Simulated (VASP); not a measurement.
# PbS (Pm-3m) in VASP: a series of runs

Aim: see how the results for PbS move with the level of theory and the settings. Levels: PBE, PBEsol. Tasks: single point.

Everything below comes from runs of VASP 6.6.1. Logs are shortened: lines on timing, memory, paths and dates and some standing lists are left out, and cuts for length are marked.

## 1. The cell of the first run

Symmetry: Pm-3m, No. 221, cubic system. Conventional cell: a = 3.635 Å, b = 3.635 Å, c = 3.635 Å, α = 90.00°, β = 90.00°, γ = 90.00°. Within 4.1 Å of Pb (site symmetry m-3m) lie 8 S at 3.15 Å and 6 Pb at 3.64 Å. Within 4.1 Å of S (site symmetry m-3m) lie 8 Pb at 3.15 Å and 6 S at 3.64 Å.

## 2. Single point, PBE

INCAR reads:

```
ALGO = Normal
EDIFF = 1E-6
ENCUT = 500
GGA = PE
GGA_COMPAT = False
ISIF = 2
ISMEAR = -1
LASPH = True
LCHARG = False
LREAL = False
LWAVE = False
NBANDS = 17
NELM = 120
PREC = Accurate
SIGMA = 0.02
```

KPOINTS reads:

```
k-points
0
Gamma
  6 6 6
```

POSCAR reads:

```
PbS
1.0
    3.6351320232      0.0000000000      0.0000000000
    0.0000000000      3.6351320232      0.0000000000
    0.0000000000      0.0000000000      3.6351320232
Pb S
1 1
Direct
    0.0000000000      0.0000000000      0.0000000000
    0.5000000000      0.5000000000      0.5000000000
```

Potentials or basis: VASP PAW PBE potentials, release 64 (Pb_d, S).

Command:

```sh
cat potpaw_PBE.64/Pb_d/POTCAR potpaw_PBE.64/S/POTCAR > POTCAR
mpirun -np 1 vasp_std > vasp.out
```

OUTCAR:

```text
EDIFF = 1E-6
   ENCUT = 500
   GGA = PE
   ISIF = 2
   ISMEAR = -1
   LASPH = True
   LREAL = False
   NELM = 120
   PREC = Accurate

 ion  position               nearest neighbor table
   1  0.000  0.000  0.000-   2 3.15   2 3.15   2 3.15   2 3.15   2 3.15   2 3.15   2 3.15   2 3.15

   2  0.500  0.500  0.500-   1 3.15   1 3.15   1 3.15   1 3.15   1 3.15   1 3.15   1 3.15   1 3.15

  LATTYP: Found a simple cubic cell.
 ALAT       =     3.6351320232

  Lattice vectors:

 A1 = (   3.6351320232,   0.0000000000,   0.0000000000)
 A2 = (   0.0000000000,   3.6351320232,   0.0000000000)
 A3 = (   0.0000000000,   0.0000000000,   3.6351320232)

Analysis of symmetry for initial positions (statically):
=====================================================================
 Subroutine PRICEL returns:
 Original cell was already a primitive cell.

 Routine SETGRP: Setting up the symmetry group for a
 simple cubic supercell.

 Subroutine GETGRP returns: Found 48 space group operations
 (whereof 48 operations were pure point group operations)
 out of a pool of 48 trial point group operations.

The static configuration has the point symmetry O_h .

Analysis of symmetry for dynamics (positions and initial velocities):
=====================================================================
 Subroutine PRICEL returns:
 Original cell was already a primitive cell.

 Routine SETGRP: Setting up the symmetry group for a
 simple cubic supercell.

 Subroutine GETGRP returns: Found 48 space group operations
 (whereof 48 operations were pure point group operations)
 out of a pool of 48 trial point group operations.

The dynamic configuration has the point symmetry O_h .

 Subroutine INISYM returns: Found 48 space group operations
 (whereof 48 operations are pure point group operations),
 and found     1 'primitive' translations

----------------------------------------------------------------------------------------

                                     Primitive cell

  volume of cell :      48.0353

  direct lattice vectors                    reciprocal lattice vectors
     3.635132023  0.000000000  0.000000000     0.275093172  0.000000000  0.000000000
     0.000000000  3.635132023  0.000000000     0.000000000  0.275093172  0.000000000
     0.000000000  0.000000000  3.635132023     0.000000000  0.000000000  0.275093172

  length of vectors
     3.635132023  3.635132023  3.635132023     0.275093172  0.275093172  0.275093172

  position of ions in fractional coordinates (direct lattice)
     0.000000000  0.000000000  0.000000000
     0.500000000  0.500000000  0.500000000

  ion indices of the primitive-cell ions
   primitive index   ion index
                 1           1
                 2           2

----------------------------------------------------------------------------------------

 KPOINTS: k-points

Automatic generation of k-mesh.
 Grid dimensions read from file:
 generate k-points for:    6    6    6

 Generating k-lattice:

  Cartesian coordinates                     Fractional coordinates (reciprocal lattice)
     0.045848862  0.000000000  0.000000000     0.166666667  0.000000000  0.000000000
     0.000000000  0.045848862  0.000000000     0.000000000  0.166666667  0.000000000
     0.000000000  0.000000000  0.045848862     0.000000000  0.000000000  0.166666667

  Length of vectors
     0.045848862  0.045848862  0.045848862

  Shift w.r.t. Gamma in fractional coordinates (k-lattice)
     0.000000000  0.000000000  0.000000000

 Subroutine IBZKPT returns following result:
 ===========================================

 Found     20 irreducible k-points:

 Following reciprocal coordinates:
            Coordinates               Weight
  0.000000  0.000000  0.000000      1.000000
  0.166667  0.000000  0.000000      6.000000
  0.333333  0.000000  0.000000      6.000000
  0.500000  0.000000  0.000000      3.000000
  0.166667  0.166667  0.000000     12.000000
  0.333333  0.166667  0.000000     24.000000
[... 12 lines left out ...]
  0.500000  0.500000  0.333333      6.000000
  0.500000  0.500000  0.500000      1.000000
   k-points           NKPTS =     20   k-points in BZ     NKDIM =     20   number of bands    NBANDS=     17
   number of dos      NEDOS =    301   number of ions     NIONS =      2
   total plane-waves  NPLWV =  21952
   dimension x,y,z NGX =    28 NGY =   28 NGZ =   28
   dimension x,y,z NGXF=    56 NGYF=   56 NGZF=   56
   ions per type =               1   1
   NGX,Y,Z   is equivalent  to a cutoff of  12.81, 12.81, 12.81 a.u.
   NGXF,Y,Z  is equivalent  to a cutoff of  25.61, 25.61, 25.61 a.u.
 SYSTEM =  unknown system
   PREC   = accura    normal or accurate (medium, high low for compatibility)
   ISTART =      0    job   : 0-new  1-cont  2-samecut
   ICHARG =      2    charge: 1-file 2-atom 10-const
   ISPIN  =      1    spin polarized calculation?
   LNONCOLLINEAR =      F non collinear calculations
   LSORBIT =      F    spin-orbit coupling
   LASPH  =      T    aspherical Exc in radial PAW
   ENCUT  =  500.0 eV  36.75 Ry    6.06 a.u.   6.63  6.63  6.63*2*pi/ulx,y,z
   NELM   =    120;   NELMIN=  2; NELMDL= -5     # of ELM steps
   EDIFF  = 0.1E-05   stopping-criterion for ELM
   LREAL  =      F    real-space projection
   EDIFFG = 0.1E-04   stopping-criterion for IOM
   NSW    =      0    number of steps for IOM
   IBRION =     -1    ionic relax: 0-MD 1-quasi-New 2-CG
   NFREE  =      0    steps in history (QN), initial steepest desc. (CG)
   ISIF   =      2    stress and relaxation
   ISYM   =      2    0-nonsym 1-usesym 2-fastsym
   POTIM  = 0.5000    time-step for ionic-motion
   TEBEG  =    0.0;   TEEND  =   0.0 temperature during run
   PSTRESS=    0.0 pullay stress
   NELECT =      20.0000    total number of electrons
   NUPDOWN=      -1.0000    fix difference up-down
   EMIN   =  10.00;   EMAX   =-10.00  energy-range for DOS
   EFERMI =   0.00;   METHOD = LEGACY
   ISMEAR =    -1;   SIGMA  =   0.02  broadening in eV -4-tet -1-fermi 0-gaus
   EFERMI_NEDOS =   21; number of points for ismear=-14 and -15
   IALGO  =     38    algorithm
   IMIX   =      4    mixing-type and parameters
     AMIX     =   0.40;   BMIX     =  1.00
     AMIX_MAG =   1.60;   BMIX_MAG =  1.00
  volume/ion in A,a.u.               =      24.02       162.08
  Fermi-wavevector in a.u.,A,eV,Ry     =   1.222451  2.310097 20.332348  1.494385
  Thomas-Fermi vector in A             =   2.357597
   LORBIT       =      0    0 simple, 1 ext, 2 COOP (PROOUT), +10 PAW based schemes
   GGA     = PE    functional components
   LHFCALC =     F    Hartree Fock is set to
   AEXX    =    0.0000 exact exchange contribution
   IVDW    =     0    specifies the selected vdW correction
   LEPSILON=     F    determine dielectric tensor
   LRPA    =     F    only Hartree local field effects (RPA)
 non-spin polarized calculation
  energy-cutoff  :      500.00
  volume of cell :       48.04
 maximum number of plane-waves:      1233
 NGX is ok and might be reduce to    28
   NGX = 13   NGY = 13   NGZ = 13

 number of electron      19.9999994 magnetization

 Free energy of the ion-electron system (eV)
  ---------------------------------------------------
  ext. energy  EPLUGINS =         0.00000000
  ---------------------------------------------------
  free energy    TOTEN  =        -8.25159497 eV

  energy without entropy =       -8.25060694  energy(sigma->0) =       -8.25110095

 E-fermi :   6.3377     XC(G=0): -10.2418

 val. band max:        6.3274680847   @ k =   0.1667   0.1667   0.1667
 cond. band min:       6.5376204914   @ k =   0.5000   0.3333   0.3333
 fundamental gap:      0.2101524067
 Fermi energy:         6.3377359074

 k-point     1 :       0.0000    0.0000    0.0000
  band No.  band energies     occupation
      1     -10.6324      2.00000
      2     -10.6324      2.00000
      3     -10.4114      2.00000
      4     -10.4114      2.00000
      5     -10.4114      2.00000
      6      -6.9403      2.00000
[... 9 lines left out ...]
     16      19.1210      0.00000
     17      19.1250      0.00000

 k-point     2 :       0.1667    0.0000    0.0000
  band No.  band energies     occupation
      1     -10.6298      2.00000
      2     -10.5914      2.00000
      3     -10.4268      2.00000
      4     -10.4268      2.00000
      5     -10.4099      2.00000
      6      -6.7022      2.00000
[... 9 lines left out ...]
     16      18.7566      0.00000
     17      18.9113      0.00000

 k-point     3 :       0.3333    0.0000    0.0000
  band No.  band energies     occupation
      1     -10.6245      2.00000
      2     -10.5101      2.00000
      3     -10.4573      2.00000
      4     -10.4573      2.00000
      5     -10.4070      2.00000
      6      -6.0772      2.00000
[... 9 lines left out ...]
     16      16.7799      0.00000
     17      19.0800      0.00000

 k-point     4 :       0.5000    0.0000    0.0000
  band No.  band energies     occupation
      1     -10.6219      2.00000
      2     -10.4724      2.00000
      3     -10.4724      2.00000
      4     -10.4698      2.00000
      5     -10.4055      2.00000
      6      -5.6046      2.00000
[... 9 lines left out ...]
     16      19.0633      0.00000
     17      20.2714      0.00000
[... 263 lines left out ...]
      1     -10.5433      2.00000
      2     -10.5259      2.00000
      3     -10.5048      2.00000
      4     -10.4263      2.00000
      5     -10.3822      2.00000
      6      -4.7459      2.00000
[... 9 lines left out ...]
     16      18.2986      0.00000
     17      22.0273      0.00000

 k-point    19 :       0.5000    0.5000    0.3333
  band No.  band energies     occupation
      1     -10.5576      2.00000
      2     -10.5235      2.00000
      3     -10.5235      2.00000
      4     -10.4035      2.00000
      5     -10.3575      2.00000
      6      -4.6384      2.00000
[... 9 lines left out ...]
     16      19.1721      0.00000
     17      22.6044      0.00000

 k-point    20 :       0.5000    0.5000    0.5000
  band No.  band energies     occupation
      1     -10.5440      2.00000
      2     -10.5440      2.00000
      3     -10.5440      2.00000
      4     -10.3567      2.00000
      5     -10.3567      2.00000
      6      -4.5749      2.00000
[... 9 lines left out ...]
     16      20.1559      0.00000
     17      22.7668      0.00000

------------------------ aborting loop because EDIFF is reached ----------------------------------------

  FORCE on cell =-STRESS in cart. coord.  units (eV):
  Direction    XX          YY          ZZ          XY          YZ          ZX
  --------------------------------------------------------------------------------------
  -------------------------------------------------------------------------------------
  Total        0.2642841      0.2642841      0.2642841      0.0000000      0.0000000     -0.0000000
  in kB        8.8149758      8.8149758      8.8149758      0.0000000      0.0000000     -0.0000000
  external PRESSURE =       8.8149758 kB  Pullay stress =       0.0000000 kB

 VOLUME and BASIS-vectors are now :
 -----------------------------------------------------------------------------
  energy-cutoff  :      500.00
  volume of cell :       48.04
      direct lattice vectors                 reciprocal lattice vectors
     3.635132023  0.000000000  0.000000000     0.275093172  0.000000000  0.000000000
     0.000000000  3.635132023  0.000000000     0.000000000  0.275093172  0.000000000
     0.000000000  0.000000000  3.635132023     0.000000000  0.000000000  0.275093172

 POSITION                                       TOTAL-FORCE (eV/Angst)
 -----------------------------------------------------------------------------------
      0.00000      0.00000      0.00000         0.000000      0.000000      0.000000
      1.81757      1.81757      1.81757         0.000000      0.000000      0.000000
 -----------------------------------------------------------------------------------
    total drift:                               -0.000000      0.000000      0.000000

  FREE ENERGIE OF THE ION-ELECTRON SYSTEM (eV)
  ---------------------------------------------------
  free  energy   TOTEN  =        -8.2515949679 eV

  energy  without entropy=       -8.2506069401  energy(sigma->0) =       -8.25110095
```

It took 5.8 s on 1 thread of Intel Xeon 6975P-C (Granite Rapids), shared host; peak memory 0.15 GiB.

What came out:

| Item | Value |
| --- | --- |
| Free energy | -8.2516 eV |
| Pressure | 0.9 GPa |
| Band gap on the k mesh | zero (bands 10 and 11 overlap by 0.55 eV) |

Levels at points of the mesh, in eV from the Fermi level:
```
           k point  band 8  band 9  band 10  band 11  band 12  band 13
(0.00, 0.00, 0.00)   -1.67   -1.67    -1.67     5.42     5.42     6.58
(0.50, 0.00, 0.00)   -0.53   -0.53    -0.13     0.29     3.92     3.92
(0.50, 0.50, 0.00)   -4.56   -4.56    -0.33     4.20     4.20     5.96
(0.50, 0.50, 0.50)   -2.47   -2.47    -2.47    -0.56    -0.56    -0.56
```

Caveat: semilocal functionals underestimate gaps, so a narrow gap can read as zero; spin-orbit coupling is left out, which moves the levels of the heavy elements.

## 3. Single point, PBEsol

INCAR reads:

```
PREC = Accurate ; ENCUT = 500
EDIFF = 1E-6 ; ISMEAR = -1
SIGMA = 0.02 ; LREAL = False
LASPH = True ; NELM = 120
ALGO = Normal ; ISIF = 2
LWAVE = False ; LCHARG = False
GGA = PS ; NBANDS = 17
GGA_COMPAT = False
```

KPOINTS reads:

```
regular mesh
0
Gamma
  6 6 6
```

POSCAR is that of step 2.

Potentials or basis: VASP PAW PBE potentials, release 64 (Pb_d, S).

Command:

```sh
cat potpaw_PBE.64/Pb_d/POTCAR potpaw_PBE.64/S/POTCAR > POTCAR
mpirun -np 1 vasp_std > vasp.out
```

Run time: 5.9 s. Hardware: 1 thread of Intel Xeon 6975P-C (Granite Rapids), shared host; peak memory 0.16 GiB.

It converged, with:

```
Free energy            : -8.9965 eV
Pressure               : -2.5 GPa
Band gap on the k mesh : zero (bands 10 and 11 overlap by 0.65 eV)
```

Levels at points of the mesh, in eV from the Fermi level:
```
           k point  band 7  band 8  band 9  band 10  band 11  band 12  band 13  band 14
(0.00, 0.00, 0.00)   -6.76   -1.69   -1.69    -1.69     5.31     5.31     6.53     6.53
(0.50, 0.00, 0.00)   -9.18   -0.53   -0.53    -0.14     0.19     3.84     3.84     6.52
(0.50, 0.50, 0.00)   -7.37   -4.63   -4.63    -0.33     4.15     4.15     5.90     7.06
(0.50, 0.50, 0.50)   -6.02   -2.50   -2.50    -2.50    -0.66    -0.66    -0.66    13.70
```

Caveat: semilocal functionals underestimate gaps, so a narrow gap can read as zero; the PAW data sets were made with another functional, which shifts forces and pressure a little; spin-orbit coupling is left out, which moves the levels of the heavy elements.
